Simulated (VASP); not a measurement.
# SiC (Cmmm) in VASP: further runs

SiC is run at these levels: PBE; tasks: relaxation of cell and atoms, single point.

All numbers are computed with VASP 6.6.1; they aren't measurements. Logs are shortened: lines on timing, memory, paths and dates and some standing lists are left out, and cuts for length are marked.

### 1 The cell of the first run

Symmetry: Cmmm, No. 65, orthorhombic system. The conventional cell has a = 3.860 Å, b = 9.686 Å, c = 3.161 Å, α = 90.00°, β = 90.00°, γ = 90.00°. Within 2.5 Å of Si (site symmetry m2m) lie 2 C at 1.89 Å and 2 Si at 2.39 Å. Within 1.8 Å of C (site symmetry m2m) lie 1 C at 1.37 Å.

### 2 Relaxation of cell and atoms, PBE

INCAR

```
SYSTEM = SiC
  PREC = Accurate
  ENCUT = 600
  EDIFF = 1E-6
  ISMEAR = 0
  SIGMA = 0.1
  LREAL = .False.
  LASPH = .True.
  NELM = 100
  ALGO = Normal
  ISIF = 3
  LWAVE = .False.
  LCHARG = .False.
  GGA = PE
  IBRION = 2
  NSW = 100
  EDIFFG = -0.01
```

KPOINTS

```
Automatic mesh
0
Gamma
  14 14 14
  0 0 0
```

POSCAR

```
SiC
1.0
    1.9298663119     -4.8430248255      0.0000000000
    1.9298663119      4.8430248255      0.0000000000
    0.0000000000      0.0000000000      3.1606455552
Si C
2 2
Direct
    0.1770609295      0.8229390705      0.0000000000
    0.8229390705      0.1770609295      0.0000000000
    0.0709461016      0.9290538984      0.5000000000
    0.9290538984      0.0709461016      0.5000000000
```

Potentials or basis: VASP PAW PBE potentials, release 64 (Si, C).

Command:

```console
cat potpaw_PBE.64/Si/POTCAR potpaw_PBE.64/C/POTCAR > POTCAR
mpirun -np 1 vasp_std > vasp.out
```

OUTCAR:

```text
SYSTEM = SiC
   PREC = Accurate
   ENCUT = 600
   EDIFF = 1E-6
   ISMEAR = 0
   LREAL = .False.
   LASPH = .True.
   NELM = 100
   ISIF = 3
   GGA = PE
   IBRION = 2
   NSW = 100
   EDIFFG = -0.01

 ion  position               nearest neighbor table
   1  0.177  0.823  0.000-   3 1.89   3 1.89   2 2.39   2 2.39
   2  0.823  0.177  0.000-   4 1.89   4 1.89   1 2.39   1 2.39
   3  0.071  0.929  0.500-   4 1.37   1 1.89   1 1.89
   4  0.929  0.071  0.500-   3 1.37   2 1.89   2 1.89

  LATTYP: Found a base centered orthorhombic cell.
 ALAT       =     3.8597326238
 B/A-ratio  =     2.5095131179
 C/A-ratio  =     0.8188768143

  Lattice vectors:

 A1 = (   1.9298663119,  -4.8430248255,   0.0000000000)
 A2 = (   1.9298663119,   4.8430248255,   0.0000000000)
 A3 = (   0.0000000000,   0.0000000000,   3.1606455552)

Analysis of symmetry for initial positions (statically):
=====================================================================
 Subroutine PRICEL returns:
 Original cell was already a primitive cell.

 Routine SETGRP: Setting up the symmetry group for a
 base centered orthorhombic supercell.

 Subroutine GETGRP returns: Found  8 space group operations
 (whereof  8 operations were pure point group operations)
 out of a pool of  8 trial point group operations.

The static configuration has the point symmetry D_2h.

Analysis of symmetry for dynamics (positions and initial velocities):
=====================================================================
 Subroutine PRICEL returns:
 Original cell was already a primitive cell.

 Routine SETGRP: Setting up the symmetry group for a
 base centered orthorhombic supercell.

 Subroutine GETGRP returns: Found  8 space group operations
 (whereof  8 operations were pure point group operations)
 out of a pool of  8 trial point group operations.

The dynamic configuration has the point symmetry D_2h.

 Subroutine INISYM returns: Found  8 space group operations
 (whereof  8 operations are pure point group operations),
 and found     1 'primitive' translations

----------------------------------------------------------------------------------------

                                     Primitive cell

  volume of cell :      59.0813

  direct lattice vectors                    reciprocal lattice vectors
     1.929866312 -4.843024825  0.000000000     0.259085304 -0.103241263  0.000000000
     1.929866312  4.843024825  0.000000000     0.259085304  0.103241263  0.000000000
     0.000000000  0.000000000  3.160645555     0.000000000  0.000000000  0.316391061

  length of vectors
     5.213374477  5.213374477  3.160645555     0.278897747  0.278897747  0.316391061

  position of ions in fractional coordinates (direct lattice)
     0.177060930  0.822939070  0.000000000
     0.822939070  0.177060930  0.000000000
     0.070946102  0.929053898  0.500000000
     0.929053898  0.070946102  0.500000000

  ion indices of the primitive-cell ions
   primitive index   ion index
                 1           1
                 2           2
                 3           3
                 4           4

----------------------------------------------------------------------------------------

 KPOINTS: Automatic mesh

Automatic generation of k-mesh.
 Grid dimensions read from file:
 generate k-points for:   14   14   14

 Generating k-lattice:

  Cartesian coordinates                     Fractional coordinates (reciprocal lattice)
     0.018506093 -0.007374376  0.000000000     0.071428571  0.000000000  0.000000000
     0.018506093  0.007374376  0.000000000     0.000000000  0.071428571  0.000000000
     0.000000000  0.000000000  0.022599361     0.000000000  0.000000000  0.071428571

  Length of vectors
     0.019921268  0.019921268  0.022599361

  Shift w.r.t. Gamma in fractional coordinates (k-lattice)
     0.000000000  0.000000000  0.000000000

 Subroutine IBZKPT returns following result:
 ===========================================

 Found    456 irreducible k-points:

 Following reciprocal coordinates:
            Coordinates               Weight
  0.000000  0.000000  0.000000      1.000000
  0.071429  0.000000  0.000000      4.000000
  0.142857  0.000000  0.000000      4.000000
  0.214286  0.000000  0.000000      4.000000
  0.285714  0.000000  0.000000      4.000000
  0.357143  0.000000  0.000000      4.000000
[... 16 lines left out ...]
  0.214286  0.142857  0.000000      4.000000
  0.285714  0.142857  0.000000      4.000000
 [... further k-points ...]
   k-points           NKPTS =    456   k-points in BZ     NKDIM =    456   number of bands    NBANDS=     12
   number of dos      NEDOS =    301   number of ions     NIONS =      4
   total plane-waves  NPLWV =  49392
   dimension x,y,z NGX =    42 NGY =   42 NGZ =   28
   dimension x,y,z NGXF=    84 NGYF=   84 NGZF=   56
   ions per type =               2   2
   NGX,Y,Z   is equivalent  to a cutoff of  13.39, 13.39, 14.73 a.u.
   NGXF,Y,Z  is equivalent  to a cutoff of  26.79, 26.79, 29.46 a.u.
 SYSTEM =  SiC
   PREC   = accura    normal or accurate (medium, high low for compatibility)
   ISTART =      0    job   : 0-new  1-cont  2-samecut
   ICHARG =      2    charge: 1-file 2-atom 10-const
   ISPIN  =      1    spin polarized calculation?
   LNONCOLLINEAR =      F non collinear calculations
   LSORBIT =      F    spin-orbit coupling
   LASPH  =      T    aspherical Exc in radial PAW
   ENCUT  =  600.0 eV  44.10 Ry    6.64 a.u.  10.41 10.41  6.31*2*pi/ulx,y,z
   NELM   =    100;   NELMIN=  2; NELMDL= -5     # of ELM steps
   EDIFF  = 0.1E-05   stopping-criterion for ELM
   LREAL  =      F    real-space projection
   EDIFFG = -.1E-01   stopping-criterion for IOM
   NSW    =    100    number of steps for IOM
   IBRION =      2    ionic relax: 0-MD 1-quasi-New 2-CG
   NFREE  =      1    steps in history (QN), initial steepest desc. (CG)
   ISIF   =      3    stress and relaxation
   ISYM   =      2    0-nonsym 1-usesym 2-fastsym
   POTIM  = 0.5000    time-step for ionic-motion
   TEBEG  =    0.0;   TEEND  =   0.0 temperature during run
   PSTRESS=    0.0 pullay stress
   NELECT =      16.0000    total number of electrons
   NUPDOWN=      -1.0000    fix difference up-down
   EMIN   =  10.00;   EMAX   =-10.00  energy-range for DOS
   EFERMI =   0.00;   METHOD = LEGACY
   ISMEAR =     0;   SIGMA  =   0.10  broadening in eV -4-tet -1-fermi 0-gaus
   EFERMI_NEDOS =   21; number of points for ismear=-14 and -15
   IALGO  =     38    algorithm
   IMIX   =      4    mixing-type and parameters
     AMIX     =   0.40;   BMIX     =  1.00
     AMIX_MAG =   1.60;   BMIX_MAG =  1.00
  volume/ion in A,a.u.               =      14.77        99.67
  Fermi-wavevector in a.u.,A,eV,Ry     =   1.059168  2.001538 15.263522  1.121837
  Thomas-Fermi vector in A             =   2.194504
   LORBIT       =      0    0 simple, 1 ext, 2 COOP (PROOUT), +10 PAW based schemes
   GGA     = PE    functional components
   LHFCALC =     F    Hartree Fock is set to
   AEXX    =    0.0000 exact exchange contribution
   IVDW    =     0    specifies the selected vdW correction
   LEPSILON=     F    determine dielectric tensor
   LRPA    =     F    only Hartree local field effects (RPA)
 conjugate gradient relaxation of ions
 non-spin polarized calculation
 Gauss-broadening in eV      SIGMA  =   0.10
  energy-cutoff  :      600.00
  volume of cell :       59.08
 maximum number of plane-waves:      1997
 NGX is ok and might be reduce to    42
   NGX = 21   NGY = 21   NGZ = 13

--------------------------------------- Ionic step        1  -------------------------------------------

 number of electron      16.0000001 magnetization

 Free energy of the ion-electron system (eV)
  ---------------------------------------------------
  ext. energy  EPLUGINS =         0.00000000
  ---------------------------------------------------
  free energy    TOTEN  =       -28.00910568 eV

  energy without entropy =      -28.00874544  energy(sigma->0) =      -28.00892556

------------------------ aborting loop because EDIFF is reached ----------------------------------------

  FORCE on cell =-STRESS in cart. coord.  units (eV):
  Direction    XX          YY          ZZ          XY          YZ          ZX
  --------------------------------------------------------------------------------------
  -------------------------------------------------------------------------------------
  Total       -0.0007638     -0.0988169      0.0342381      0.0000000      0.0000000      0.0000000
  in kB       -0.0207119     -2.6797360      0.9284754      0.0000000      0.0000000      0.0000000
  external PRESSURE =      -0.5906575 kB  Pullay stress =       0.0000000 kB

 VOLUME and BASIS-vectors are now :
 -----------------------------------------------------------------------------
  energy-cutoff  :      600.00
  volume of cell :       59.08
      direct lattice vectors                 reciprocal lattice vectors
     1.929866312 -4.843024825  0.000000000     0.259085304 -0.103241263  0.000000000
     1.929866312  4.843024825  0.000000000     0.259085304  0.103241263  0.000000000
     0.000000000  0.000000000  3.160645555     0.000000000  0.000000000  0.316391061
[... 153 lines left out ...]
 POSITION                                       TOTAL-FORCE (eV/Angst)
 -----------------------------------------------------------------------------------
      1.93006      3.12438      0.00000         0.000000      0.002499     -0.000000
      1.93006     -3.12438      0.00000         0.000000     -0.002499      0.000000
      1.93006      4.15498      1.58060         0.000000     -0.006214      0.000000
      1.93006     -4.15498      1.58060         0.000000      0.006214      0.000000
 -----------------------------------------------------------------------------------
    total drift:                               -0.000000      0.000000      0.000000

  FREE ENERGIE OF THE ION-ELECTRON SYSTEM (eV)
  ---------------------------------------------------
  free  energy   TOTEN  =       -28.0093436338 eV

  energy  without entropy=      -28.0089897915  energy(sigma->0) =      -28.00916671

--------------------------------------- Ionic step        6  -------------------------------------------

 number of electron      16.0000001 magnetization

 Free energy of the ion-electron system (eV)
  ---------------------------------------------------
  ext. energy  EPLUGINS =         0.00000000
  ---------------------------------------------------
  free energy    TOTEN  =       -28.00937786 eV

  energy without entropy =      -28.00902497  energy(sigma->0) =      -28.00920142

 E-fermi :   5.3903     XC(G=0):  -9.4643

 val. band max:        5.3862713814   @ k =   0.2143   0.2143   0.5000
 cond. band min:       5.4291717706   @ k =   0.2857   0.2857   0.5000
 fundamental gap:      0.0429003892
 Fermi energy:         5.3903439662

 k-point     1 :       0.0000    0.0000    0.0000
  band No.  band energies     occupation
      1     -10.3146      2.00000
      2      -5.1389      2.00000
      3      -4.6922      2.00000
      4       0.8210      2.00000
      5       1.7011      2.00000
      6       2.5412      2.00000
      7       2.9529      2.00000
      8       4.8367      2.00000
      9       6.3636      0.00000
     10       7.6374      0.00000
     11       9.8729      0.00000
     12      10.0073      0.00000

 k-point     2 :       0.0714    0.0000    0.0000
  band No.  band energies     occupation
      1     -10.2979      2.00000
      2      -5.2686      2.00000
      3      -4.5352      2.00000
      4       0.8304      2.00000
      5       1.5624      2.00000
      6       2.3660      2.00000
      7       2.9664      2.00000
      8       4.8212      2.00000
      9       6.6581      0.00000
     10       7.6940      0.00000
     11       9.5894      0.00000
     12      10.0596      0.00000
[... 316 lines left out ...]
 k-point    24 :       0.2857    0.1429    0.0000
  band No.  band energies     occupation
      1      -9.9938      2.00000
      2      -5.7722      2.00000
      3      -3.6347      2.00000
      4      -0.2013      2.00000
      5       0.6672      2.00000
      6       0.9925      2.00000
      7       3.2607      2.00000
      8       4.6181      2.00000
      9       7.0731      0.00000
     10       8.4125      0.00000
     11      10.4389      0.00000
     12      11.1492      0.00000

 [... further k-points ...]
[... 5 lines left out ...]
  --------------------------------------------------------------------------------------
  -------------------------------------------------------------------------------------
  Total        0.0370867     -0.0034022      0.0217089      0.0000000      0.0000000      0.0000000
  in kB        1.0061419     -0.0922997      0.5889505      0.0000000      0.0000000      0.0000000
  external PRESSURE =       0.5009309 kB  Pullay stress =       0.0000000 kB

 VOLUME and BASIS-vectors are now :
 -----------------------------------------------------------------------------
  energy-cutoff  :      600.00
  volume of cell :       59.06
      direct lattice vectors                 reciprocal lattice vectors
     1.930890211 -4.838749359  0.000000000     0.258947918 -0.103332486  0.000000000
     1.930890211  4.838749359  0.000000000     0.258947918  0.103332486  0.000000000
     0.000000000  0.000000000  3.160450260     0.000000000  0.000000000  0.316410612

 POSITION                                       TOTAL-FORCE (eV/Angst)
 -----------------------------------------------------------------------------------
      1.93089      3.12229      3.16045         0.000000      0.000700     -0.000000
      1.93089     -3.12229      0.00000         0.000000     -0.000700      0.000000
      1.93089      4.15239      1.58023         0.000000      0.002517      0.000000
      1.93089     -4.15239      1.58023         0.000000     -0.002517      0.000000
 -----------------------------------------------------------------------------------
    total drift:                               -0.000000     -0.000000      0.000000

  FREE ENERGIE OF THE ION-ELECTRON SYSTEM (eV)
  ---------------------------------------------------
  free  energy   TOTEN  =       -28.0093778627 eV

  energy  without entropy=      -28.0090249685  energy(sigma->0) =      -28.00920142

 reached required accuracy - stopping structural energy minimisation
```

Run time: 9.1 min. Hardware: 1 thread of AMD EPYC 9R45 (Zen 5), shared host; peak memory 0.47 GiB.

What came out:

- Free energy: -28.0094 eV
- Relaxed volume: 14.76 Å³/atom
- Relaxed cell: a = 5.210 Å, b = 5.210 Å, c = 3.160 Å, α = 90.00°, β = 90.00°, γ = 136.49°
- Space group after relaxing (to 0.05 Å): Cmmm (No. 65)
- Energy gained by relaxing: 0.1 meV/atom
- Ionic steps: 6
- Pressure after relaxing: 0.1 GPa
- Band gap on the k mesh: zero (band 8 reaches 5.58 eV, above the bottom of band 9 at 5.37 eV)

Forces on the atoms (eV/Å):
```
Si   0.000  0.001  0.000
Si   0.000 -0.001  0.000
C    0.000  0.003  0.000
C    0.000 -0.003  0.000
```

The path:
```csv
step,energy change (eV),largest force (eV/Å),pressure (GPa),volume (Å³)
1,0.0000,0.0738,-0.06,59.08
2,0.0009,0.3207,0.30,59.03
3,-0.0002,0.0417,0.04,59.07
4,-0.0002,0.0270,-0.07,59.08
5,-0.0002,0.0062,-0.04,59.08
6,-0.0003,0.0025,0.05,59.06
```

Final structure:
```yaml
crystal:
  lattice:
    - [1.93089, -4.83875, 0.00000]
    - [1.93089, 4.83875, 0.00000]
    - [0.00000, 0.00000, 3.16045]
  atoms:
    - { symbol: Si, position: [0.17737, 0.82263, 0.00000] }
    - { symbol: Si, position: [0.82263, 0.17737, 0.00000] }
    - { symbol: C, position: [0.07092, 0.92908, 0.50000] }
    - { symbol: C, position: [0.92908, 0.07092, 0.50000] }
```

### 3 Single point, PBE

INCAR

```
ALGO     = Normal         # electronic algorithm
EDIFF    = 1E-6           # SCF threshold, eV
ENCUT    = 520            # plane-wave cutoff, eV
GGA      = PE             # functional
ISIF     = 2              # what is computed and relaxed
ISMEAR   = 0              # smearing method
LASPH    = T              # aspherical terms in the spheres
LCHARG   = T              # write CHGCAR
LELF     = T              # ELF
LREAL    = F              # projectors in reciprocal space
LVHAR    = T            
LWAVE    = F              # write WAVECAR
NBANDS   = 16             # bands
NELM     = 80             # most SCF steps
PREC     = Accurate       # precision mode
SIGMA    = 0.1            # smearing width, eV
```

KPOINTS

```
k-points
0
Gamma
  6 6 6
```

POSCAR is that of step 2.

Potentials or basis: VASP PAW PBE potentials, release 64 (Si, C).

Command:

```console
cat potpaw_PBE.64/Si/POTCAR potpaw_PBE.64/C/POTCAR > POTCAR
mpirun -np 1 vasp_std > vasp.out
```

Run time: 18 s. Hardware: 1 thread of Intel Xeon 6975P-C (Granite Rapids), shared host; peak memory 0.19 GiB.

It converged, with:

| Quantity | Value |
| --- | --- |
| Free energy | -27.9992 eV |
| Pressure | 0.0 GPa |
| Largest force | 0.035 eV/Å |
| Band gap on the k mesh | zero (band 8 reaches 5.60 eV, above the bottom of band 9 at 5.43 eV) |

Forces on the atoms (eV/Å):
```
Si   0.000 -0.025  0.000
Si   0.000  0.025  0.000
C    0.000 -0.035  0.000
C    0.000  0.035  0.000
```

Stress tensor (GPa, compression positive):
```
-0.20  0.00  0.00
 0.00  0.04  0.00
 0.00  0.00  0.02
```

Levels at points of the mesh, in eV from the Fermi level:
```csv
k point,band 5,band 6,band 7,band 8,band 9,band 10,band 11,band 12
"(0.00, 0.00, 0.00)",-3.75,-2.89,-2.50,-0.63,0.93,2.18,4.42,4.57
"(0.50, 0.00, 0.00)",-4.43,-3.94,-2.78,-0.93,1.56,3.11,4.88,6.00
"(0.50, 0.50, 0.00)",-4.68,-4.40,-1.46,0.15,0.22,0.67,3.88,4.37
"(0.00, 0.00, 0.50)",-5.64,-5.04,-2.74,-0.89,1.37,3.03,3.07,4.19
"(0.50, 0.00, 0.50)",-6.14,-4.48,-3.86,-2.66,0.25,2.64,3.58,4.21
"(0.50, 0.50, 0.50)",-5.43,-2.97,-1.34,-1.08,1.38,2.47,2.68,4.43
```

(Continued in part 2 of 2.)
